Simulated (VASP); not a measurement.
The system is Ti2BN.

```
Ti B N
1.0
     1.73170    0.99980    5.42322
    -1.73170    0.99980    5.42322
     0.00000   -1.99960    5.42322
Ti B N
2 1 1
Direct
  0.35107 0.35107 0.35107
  0.64893 0.64893 0.64893
  0.50000 0.50000 0.50000
  0.00000 0.00000 0.00000
```

The cell was built from a structure type or drawn by symmetry, and may not be a known phase.

```yaml
Program: VASP 6.6.1
Task: relaxation of cell and atoms
Functional: PBE
Potentials_or_basis: VASP PAW PBE potentials, release 64 (Ti_sv, B, N)
Cutoff: 600 eV
k_mesh: 5 × 5 × 5
Occupations: gaussian, width 0.15 eV
Spin: collinear spin
Starting_moments: "[1.0, 1.0, 0.0, 0.0] μB"
```

At the start: pressure 33.6 GPa; volume 14.08 Å³/atom.

Q: Where does the relaxation end?

A: Over 15 steps the energy falls by 2059.4 meV/atom and the volume is 12.96 Å³/atom (-8.0 %); space group R-3m (No. 166, to 0.1 Å) before and after; moment 0.00 μB per cell.

The path:
```csv
step,energy change (eV),largest force (eV/Å),pressure (GPa),volume (Å³)
1,0.0000,5.9260,33.55,56.34
2,-1.8551,0.5576,-12.65,82.39
3,-2.8677,3.7638,-5.53,70.44
4,-4.3172,1.1257,-7.54,68.91
5,-4.5719,0.3010,-7.57,68.28
6,-5.5857,1.2070,-7.15,65.26
7,-6.7469,2.6150,-4.35,59.74
8,-6.2135,7.3939,12.35,47.65
9,-6.9817,4.4795,-0.69,55.91
10,-8.0945,1.4623,-4.82,54.07
11,-8.2003,0.7238,-4.63,53.31
12,-8.2052,0.5930,-4.53,53.14
13,-8.2368,0.0947,0.58,51.71
14,-8.2369,0.1115,0.40,51.76
15,-8.2376,0.0519,0.25,51.85
```

Final structure:
```xyz
4
Lattice="1.4844 0.8570 6.7934 -1.4844 0.8570 6.7934 0.0000 -1.7140 6.7934" Properties=species:S:1:pos:R:3 pbc="T T T"
Ti    0.0000    0.0000    7.9699
Ti    0.0000    0.0000   12.4104
B     0.0000    0.0000   10.1901
N     0.0000    0.0000    0.0000
```

Caveat: the k points lie up to 0.49 Å⁻¹ apart in the final cell, too coarse for converged energies and pressures of a metal; a cell axis changed by over 15 % at a fixed basis, so the end point is rough; the relaxation stopped at a loose force limit of 0.08 eV/Å, so its end isn't a converged minimum.
